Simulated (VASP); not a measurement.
## Al4N5: single point with PBE+D3(BJ)

Al4N5, a slab with vacuum:

```
Al N
1.0
     6.21788    0.00000    0.00000
     0.00000    4.97781    0.00000
     0.00000    0.00000   22.06124
Al N
8 10
Direct
  0.00000 0.99844 0.18131
  0.50000 0.99844 0.18131
  0.25000 0.49844 0.22199
  0.75000 0.49844 0.22199
  0.25000 0.99271 0.30840
  0.75000 0.99271 0.30840
  0.00000 0.46407 0.33403
  0.50000 0.46407 0.33403
  0.00000 0.61656 0.18131
  0.50000 0.61656 0.18131
  0.25000 0.11656 0.22199
  0.75000 0.11656 0.22199
  0.25000 0.61445 0.30711
  0.75000 0.61445 0.30711
  0.00000 0.11093 0.34274
  0.50000 0.11093 0.34274
  0.12500 0.86093 0.47419
  0.12500 0.86093 0.52405
```

| Item | Value |
| --- | --- |
| Program | VASP 6.6.1 |
| Task | single point |
| Functional | PBE |
| Dispersion | D3(BJ) |
| Potentials or basis | VASP PAW PBE potentials, release 64 (Al, N) |
| Cutoff | 520 eV |
| k mesh | 5 × 6 × 1 |
| Occupations | gaussian, width 0.05 eV |
| Spin | no spin polarisation |

```json
{
  "Largest force": "2.738 eV/Å",
  "Band gap on the k mesh": "1.45 eV, indirect (least direct gap 1.46 eV)",
  "Dispersion energy per atom": "-0.157 eV"
}
```

Forces on the atoms (eV/Å):
```
Al   0.000 -1.588  2.230
Al   0.000 -1.590  2.223
Al  -0.001  0.811 -1.848
Al   0.002  0.807 -1.857
Al  -0.028 -0.029  0.003
Al   0.031 -0.011 -0.013
Al   0.016  0.000  0.000
Al  -0.013  0.018 -0.019
N   -0.001  0.685  0.644
N    0.001  0.684  0.646
N    0.003  0.094 -1.000
N   -0.005  0.093 -1.003
N    0.009  0.028 -0.011
N   -0.010  0.036  0.009
N   -0.039  0.070 -0.067
N    0.003 -0.003  0.038
N    0.052 -0.194 -2.150
N   -0.020  0.090  2.172
```

Levels at points of the mesh, in eV from the valence-band top:
```
           k point  band 35  band 36  band 37  band 38  band 39  band 40
(0.00, 0.00, 0.00)    -0.25    -0.06    -0.01     1.45     2.93     3.05
(0.00, 0.50, 0.00)    -0.39    -0.25     0.00     1.93     2.82     3.07
```

It took 12 min on 1 thread of Intel(R) Xeon(R) Platinum 8375C CPU @ 2.90GHz (Ice Lake), with other jobs on the host, peak memory 0.83 GiB.

Caveat: the standard files for N, O and F lose accuracy on very short bonds.
